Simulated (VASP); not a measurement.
LaF5:

```
La F
1.0
     4.34998    0.00000    0.00000
    -2.17499    3.76719    0.00000
     0.00000    0.00000    5.97406
La F
1 5
Direct
  0.33333 0.66667 0.50000
  0.87051 0.12949 0.50000
  0.87051 0.74101 0.50000
  0.25899 0.12949 0.50000
  0.33333 0.66667 0.00000
  0.66667 0.33333 0.00000
```

The cell was generated, and may not be a known phase.

* Program: VASP 6.6.1
* Task: relaxation of cell and atoms
* Functional: PBE
* Potentials or basis: VASP PAW PBE potentials, release 64 (La, F)
* Cutoff: 600 eV
* k mesh: 6 × 6 × 4
* Occupations: gaussian, width 0.1 eV
* Spin: no spin polarisation

At the start: pressure 30.3 GPa; volume 16.32 Å³/atom.

How do energy, volume and symmetry change on relaxing?

Over 14 steps the energy falls by 1089.3 meV/atom and the volume is 16.34 Å³/atom (+0.1 %); space group P-6m2 (No. 187, to 0.1 Å) before and after.

The path:
| step | energy change (eV) | largest force (eV/Å) | pressure (GPa) | volume (Å³) |
| --- | --- | --- | --- | --- |
| 1 | 0.0000 | 12.3385 | 30.25 | 97.90 |
| 2 | -2.6837 | 3.2163 | -10.99 | 144.75 |
| 3 | -5.7183 | 0.6533 | -3.29 | 117.99 |
| 4 | -5.7381 | 0.5567 | -2.86 | 117.22 |
| 5 | -5.7590 | 0.3032 | -1.68 | 115.34 |
| 6 | -5.9407 | 0.1851 | -2.17 | 112.56 |
| 7 | -6.4134 | 0.0530 | -2.06 | 103.75 |
| 8 | -3.6103 | 0.0645 | 23.43 | 83.86 |
| 9 | -6.4620 | 0.0893 | -1.68 | 102.37 |
| 10 | -6.5295 | 0.1476 | 0.36 | 97.73 |
| 11 | -6.5313 | 0.1364 | -0.22 | 98.73 |
| 12 | -6.5319 | 0.1399 | -0.03 | 98.38 |
| 13 | -6.5351 | 0.0619 | 0.09 | 98.15 |
| 14 | -6.5356 | 0.0196 | 0.16 | 98.02 |

Final structure:
```
CELL_PARAMETERS angstrom
4.92141 0.00000 0.00000
-2.46071 4.26207 0.00000
0.00000 0.00000 4.67329
ATOMIC_POSITIONS crystal
La 0.33333 0.66667 0.50000
F 0.83595 0.16405 0.50000
F 0.83595 0.67190 0.50000
F 0.32810 0.16405 0.50000
F 0.33333 0.66667 0.00000
F 0.66667 0.33333 0.00000
```

Caveat: a cell axis changed by over 15 % at a fixed basis, so the end point is rough.
